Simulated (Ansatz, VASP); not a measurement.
# WS2 in VASP and in Ansatz

```
W S
1.0
     1.56840    0.90552    6.12196
    -1.56840    0.90552    6.12196
     0.00000   -1.81104    6.12196
W S
1 2
Cartesian
  0.0000 0.0000 0.0000
  0.0000 0.0000 13.7799
  0.0000 0.0000 10.6706
```

Change from the starting cell: volume scaled by 0.98.

Alike in both runs: task single point; functional PBE; k mesh 13 × 13 × 13; occupations fermi-dirac, width 0.08 eV; no spin polarisation.

```csv
,VASP,Ansatz
version,VASP 6.6.1,Ansatz 0.2.0
potentials or method,"VASP PAW PBE potentials, release 64 (W_sv, S), cutoff 520 eV","all-electron LAPW, scalar-relativistic"
```

|  | VASP | Ansatz | Ansatz less VASP |
| --- | --- | --- | --- |
| pressure (GPa) | 8.3 | 8.3 | +0.09 |
| traceless stress, the component that is largest in VASP (GPa) | 0.56 | 0.55 | -0.009 |
| rms of the force components (eV/Å) | 0.377 | 0.377 | -0.0001 |

Atom by atom the forces differ by 0.000 eV/Å (rms over components). Ansatz ran all-electron here, and VASP with PAW potentials.

Neither program's run includes spin-orbit coupling.
